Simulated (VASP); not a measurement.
# MgS (P6_3mc) in VASP: single point with LDA

Aim: the single point of MgS with LDA.

Everything below comes from runs of VASP 6.6.1. Logs are shortened: lines on timing, memory, paths and dates and some standing lists are left out, and cuts for length are marked.

## (1) The cell of the first run

The structure is hexagonal, space group P6_3mc (No. 186). The conventional cell has a = 4.035 Å, b = 4.035 Å, c = 6.432 Å, α = 90.00°, β = 90.00°, γ = 120.00°. Within 3.2 Å of Mg (site symmetry 3m) lie 4 S at 2.45 to 2.47 Å. Within 3.2 Å of S (site symmetry 3m) lie 4 Mg at 2.45 to 2.47 Å.

## (2) Single point, LDA

INCAR

```
SYSTEM = MgS
ALGO = Normal
EDIFF = 1E-6
ENCUT = 600
GGA_COMPAT = .False.
ISIF = 2
ISMEAR = 0
LASPH = .True.
LCHARG = .False.
LREAL = .False.
LWAVE = .False.
NBANDS = 16
NELM = 120
PREC = Accurate
SIGMA = 0.01
```

KPOINTS

```
k-points
0
Gamma
  5 5 3
  0 0 0
```

POSCAR

```
MgS
1.0
    4.0346224100      0.0000000000      0.0000000000
   -2.0173112000      3.4940855000      0.0000000000
    0.0000000000      0.0000000000      6.4322941800
Mg S
2 2
Direct
    0.6666666667      0.3333333333      0.4957548500
    0.3333333333      0.6666666667      0.9957548500
    0.3333333333      0.6666666667      0.3792441500
    0.6666666667      0.3333333333      0.8792441500
```

Potentials or basis: VASP PAW LDA potentials, release 64 (Mg, S).

Command:

```console
$ cat potpaw_LDA.64/Mg/POTCAR potpaw_LDA.64/S/POTCAR > POTCAR
$ mpirun -np 1 vasp_std > vasp.out
```

OUTCAR:

```text
SYSTEM = MgS
   EDIFF = 1E-6
   ENCUT = 600
   ISIF = 2
   ISMEAR = 0
   LASPH = .True.
   LREAL = .False.
   NELM = 120
   PREC = Accurate

 ion  position               nearest neighbor table
   1  0.667  0.333  0.496-   3 2.45   3 2.45   3 2.45   4 2.47
   2  0.333  0.667  0.996-   4 2.45   4 2.45   4 2.45   3 2.47
   3  0.333  0.667  0.379-   1 2.45   1 2.45   1 2.45   2 2.47
   4  0.667  0.333  0.879-   2 2.45   2 2.45   2 2.45   1 2.47

  LATTYP: Found a hexagonal cell.
 ALAT       =     4.0346224100
 C/A-ratio  =     1.5942741418

  Lattice vectors:

 A1 = (   4.0346224100,   0.0000000000,   0.0000000000)
 A2 = (  -2.0173112000,   3.4940855000,   0.0000000000)
 A3 = (   0.0000000000,   0.0000000000,   6.4322941800)

Analysis of symmetry for initial positions (statically):
=====================================================================
 Subroutine PRICEL returns:
 Original cell was already a primitive cell.

 Routine SETGRP: Setting up the symmetry group for a
 hexagonal supercell.

 Subroutine GETGRP returns: Found 12 space group operations
 (whereof  6 operations were pure point group operations)
 out of a pool of 24 trial point group operations.

The static configuration has the point symmetry C_3v.
 The point group associated with its full space group is C_6v.

Analysis of symmetry for dynamics (positions and initial velocities):
=====================================================================
 Subroutine PRICEL returns:
 Original cell was already a primitive cell.

 Routine SETGRP: Setting up the symmetry group for a
 hexagonal supercell.

 Subroutine GETGRP returns: Found 12 space group operations
 (whereof  6 operations were pure point group operations)
 out of a pool of 24 trial point group operations.

The dynamic configuration has the point symmetry C_3v.
 The point group associated with its full space group is C_6v.

 Subroutine INISYM returns: Found 12 space group operations
 (whereof  6 operations are pure point group operations),
 and found     1 'primitive' translations

----------------------------------------------------------------------------------------

                                     Primitive cell

  volume of cell :      90.6781

  direct lattice vectors                    reciprocal lattice vectors
     4.034622410  0.000000000  0.000000000     0.247854669  0.143098959  0.000000000
    -2.017311200  3.494085500  0.000000000     0.000000000  0.286197919  0.000000000
     0.000000000  0.000000000  6.432294180     0.000000000  0.000000000  0.155465526

  length of vectors
     4.034622410  4.034622406  6.432294180     0.286197919  0.286197919  0.155465526

  position of ions in fractional coordinates (direct lattice)
     0.666666667  0.333333333  0.495754850
     0.333333333  0.666666667  0.995754850
     0.333333333  0.666666667  0.379244150
     0.666666667  0.333333333  0.879244150

  ion indices of the primitive-cell ions
   primitive index   ion index
                 1           1
                 2           2
                 3           3
                 4           4

----------------------------------------------------------------------------------------

 KPOINTS: k-points

Automatic generation of k-mesh.
 Grid dimensions read from file:
 generate k-points for:    5    5    3

 Generating k-lattice:

  Cartesian coordinates                     Fractional coordinates (reciprocal lattice)
     0.049570934  0.028619792  0.000000000     0.200000000  0.000000000  0.000000000
     0.000000000  0.057239584  0.000000000     0.000000000  0.200000000  0.000000000
     0.000000000  0.000000000  0.051821842     0.000000000  0.000000000  0.333333333

  Length of vectors
     0.057239584  0.057239584  0.051821842

  Shift w.r.t. Gamma in fractional coordinates (k-lattice)
     0.000000000  0.000000000  0.000000000

 Subroutine IBZKPT returns following result:
 ===========================================

 Found     10 irreducible k-points:

 Following reciprocal coordinates:
            Coordinates               Weight
  0.000000  0.000000  0.000000      1.000000
  0.200000 -0.000000  0.000000      6.000000
  0.400000 -0.000000  0.000000      6.000000
  0.200000  0.200000  0.000000      6.000000
  0.400000  0.200000  0.000000      6.000000
  0.000000  0.000000  0.333333      2.000000
  0.200000 -0.000000  0.333333     12.000000
  0.400000 -0.000000  0.333333     12.000000
  0.200000  0.200000  0.333333     12.000000
  0.400000  0.200000  0.333333     12.000000
   k-points           NKPTS =     10   k-points in BZ     NKDIM =     10   number of bands    NBANDS=     16
   number of dos      NEDOS =    301   number of ions     NIONS =      4
   total plane-waves  NPLWV =  55296
   dimension x,y,z NGX =    32 NGY =   32 NGZ =   54
   dimension x,y,z NGXF=    64 NGYF=   64 NGZF=  108
   ions per type =               2   2
   NGX,Y,Z   is equivalent  to a cutoff of  13.19, 13.19, 13.96 a.u.
   NGXF,Y,Z  is equivalent  to a cutoff of  26.37, 26.37, 27.91 a.u.
 SYSTEM =  MgS
   PREC   = accura    normal or accurate (medium, high low for compatibility)
   ISTART =      0    job   : 0-new  1-cont  2-samecut
   ICHARG =      2    charge: 1-file 2-atom 10-const
   ISPIN  =      1    spin polarized calculation?
   LNONCOLLINEAR =      F non collinear calculations
   LSORBIT =      F    spin-orbit coupling
   LASPH  =      T    aspherical Exc in radial PAW
   ENCUT  =  600.0 eV  44.10 Ry    6.64 a.u.   8.06  8.06 12.85*2*pi/ulx,y,z
   NELM   =    120;   NELMIN=  2; NELMDL= -5     # of ELM steps
   EDIFF  = 0.1E-05   stopping-criterion for ELM
   LREAL  =      F    real-space projection
   EDIFFG = 0.1E-04   stopping-criterion for IOM
   NSW    =      0    number of steps for IOM
   IBRION =     -1    ionic relax: 0-MD 1-quasi-New 2-CG
   NFREE  =      0    steps in history (QN), initial steepest desc. (CG)
   ISIF   =      2    stress and relaxation
   ISYM   =      2    0-nonsym 1-usesym 2-fastsym
   POTIM  = 0.5000    time-step for ionic-motion
   TEBEG  =    0.0;   TEEND  =   0.0 temperature during run
   PSTRESS=    0.0 pullay stress
   NELECT =      16.0000    total number of electrons
   NUPDOWN=      -1.0000    fix difference up-down
   EMIN   =  10.00;   EMAX   =-10.00  energy-range for DOS
   EFERMI =   0.00;   METHOD = LEGACY
   ISMEAR =     0;   SIGMA  =   0.01  broadening in eV -4-tet -1-fermi 0-gaus
   EFERMI_NEDOS =   21; number of points for ismear=-14 and -15
   IALGO  =     38    algorithm
   IMIX   =      4    mixing-type and parameters
     AMIX     =   0.40;   BMIX     =  1.00
     AMIX_MAG =   1.60;   BMIX_MAG =  1.00
  volume/ion in A,a.u.               =      22.67       152.98
  Fermi-wavevector in a.u.,A,eV,Ry     =   0.918221  1.735187 11.471486  0.843130
  Thomas-Fermi vector in A             =   2.043279
   LORBIT       =      0    0 simple, 1 ext, 2 COOP (PROOUT), +10 PAW based schemes
   GGA     = CA    functional components
   LHFCALC =     F    Hartree Fock is set to
   AEXX    =    0.0000 exact exchange contribution
   IVDW    =     0    specifies the selected vdW correction
   LEPSILON=     F    determine dielectric tensor
   LRPA    =     F    only Hartree local field effects (RPA)
 non-spin polarized calculation
 Gauss-broadening in eV      SIGMA  =   0.01
  energy-cutoff  :      600.00
  volume of cell :       90.68
 maximum number of plane-waves:      3058
   NGX = 17   NGY = 17   NGZ = 25

 number of electron      15.9999998 magnetization

 Free energy of the ion-electron system (eV)
  ---------------------------------------------------
  ext. energy  EPLUGINS =         0.00000000
  ---------------------------------------------------
  free energy    TOTEN  =       -18.79242606 eV

  energy without entropy =      -18.79242606  energy(sigma->0) =      -18.79242606

 E-fermi :   1.1085     XC(G=0):  -8.7570

 val. band max:        1.0311652001   @ k =   0.0000   0.0000   0.0000
 cond. band min:       4.1899699294   @ k =   0.0000   0.0000   0.0000
 fundamental gap:      3.1588047293
 Fermi energy:         1.1085366705

 k-point     1 :       0.0000    0.0000    0.0000
  band No.  band energies     occupation
      1     -10.3507      2.00000
      2      -9.5999      2.00000
      3      -2.2723      2.00000
      4       0.4407      2.00000
      5       0.4407      2.00000
      6       0.8686      2.00000
[... 8 lines left out ...]
     15       9.3507      0.00000
     16       9.9061      0.00000

 k-point     2 :       0.2000   -0.0000    0.0000
  band No.  band energies     occupation
      1     -10.1590      2.00000
      2      -9.5108      2.00000
      3      -1.9656      2.00000
      4      -0.6041      2.00000
      5      -0.1866      2.00000
      6       0.1588      2.00000
[... 8 lines left out ...]
     15       9.5301      0.00000
     16       9.6363      0.00000

 k-point     3 :       0.4000   -0.0000    0.0000
  band No.  band energies     occupation
      1      -9.7617      2.00000
      2      -9.4103      2.00000
      3      -1.8909      2.00000
      4      -1.3405      2.00000
      5      -1.1142      2.00000
      6      -0.1929      2.00000
[... 8 lines left out ...]
     15       9.7891      0.00000
     16      11.5633      0.00000

 k-point     4 :       0.2000    0.2000    0.0000
  band No.  band energies     occupation
      1      -9.8563      2.00000
      2      -9.4169      2.00000
      3      -1.4894      2.00000
      4      -1.2838      2.00000
      5      -1.1282      2.00000
      6      -0.3148      2.00000
[... 8 lines left out ...]
     15       9.7050      0.00000
     16      10.4591      0.00000
[... 58 lines left out ...]
 k-point     8 :       0.4000   -0.0000    0.3333
  band No.  band energies     occupation
      1      -9.6749      2.00000
      2      -9.4989      2.00000
      3      -2.0820      2.00000
      4      -1.7952      2.00000
      5      -0.3263      2.00000
      6      -0.0250      2.00000
[... 8 lines left out ...]
     15      10.1917      0.00000
     16      11.0148      0.00000

 k-point     9 :       0.2000    0.2000    0.3333
  band No.  band energies     occupation
      1      -9.7511      2.00000
      2      -9.5315      2.00000
      3      -1.7629      2.00000
      4      -1.5238      2.00000
      5      -0.3705      2.00000
      6      -0.3012      2.00000
[... 8 lines left out ...]
     15       9.1456      0.00000
     16      10.3544      0.00000

 k-point    10 :       0.4000    0.2000    0.3333
  band No.  band energies     occupation
      1      -9.5403      2.00000
      2      -9.4605      2.00000
      3      -2.0010      2.00000
      4      -1.8085      2.00000
      5      -0.8932      2.00000
      6      -0.4061      2.00000
[... 8 lines left out ...]
     15      10.3067      0.00000
     16      10.9727      0.00000

------------------------ aborting loop because EDIFF is reached ----------------------------------------

  FORCE on cell =-STRESS in cart. coord.  units (eV):
  Direction    XX          YY          ZZ          XY          YZ          ZX
  --------------------------------------------------------------------------------------
  -------------------------------------------------------------------------------------
  Total       -1.3027131     -1.3027131     -1.4182454     -0.0000000     -0.0000000      0.0000000
  in kB      -23.0174402    -23.0174402    -25.0587645     -0.0000000     -0.0000000      0.0000000
  external PRESSURE =     -23.6978816 kB  Pullay stress =       0.0000000 kB

 VOLUME and BASIS-vectors are now :
 -----------------------------------------------------------------------------
  energy-cutoff  :      600.00
  volume of cell :       90.68
      direct lattice vectors                 reciprocal lattice vectors
     4.034622410  0.000000000  0.000000000     0.247854669  0.143098959  0.000000000
    -2.017311200  3.494085500  0.000000000     0.000000000  0.286197919  0.000000000
     0.000000000  0.000000000  6.432294180     0.000000000  0.000000000  0.155465526

 POSITION                                       TOTAL-FORCE (eV/Angst)
 -----------------------------------------------------------------------------------
      2.01731      1.16470      3.18884        -0.000000      0.000000      0.053225
      0.00000      2.32939      6.40499        -0.000000      0.000000      0.053225
      0.00000      2.32939      2.43941         0.000000     -0.000000     -0.053225
      2.01731      1.16470      5.65556        -0.000000      0.000000     -0.053225
 -----------------------------------------------------------------------------------
    total drift:                               -0.000000      0.000000     -0.000132

  FREE ENERGIE OF THE ION-ELECTRON SYSTEM (eV)
  ---------------------------------------------------
  free  energy   TOTEN  =       -18.7924260570 eV

  energy  without entropy=      -18.7924260570  energy(sigma->0) =      -18.79242606
```

It took 14 s on 1 thread of AMD EPYC 7R43 (Zen 3), shared host; peak memory 0.15 GiB.

Results:

* Free energy: -18.7924 eV
* Pressure: -2.4 GPa
* Largest force: 0.053 eV/Å
* Band gap on the k mesh: 3.16 eV, direct

Forces in eV/Å, atoms in the order of the input:
```
Mg   0.000  0.000  0.053
Mg   0.000  0.000  0.053
S    0.000  0.000 -0.053
S    0.000  0.000 -0.053
```
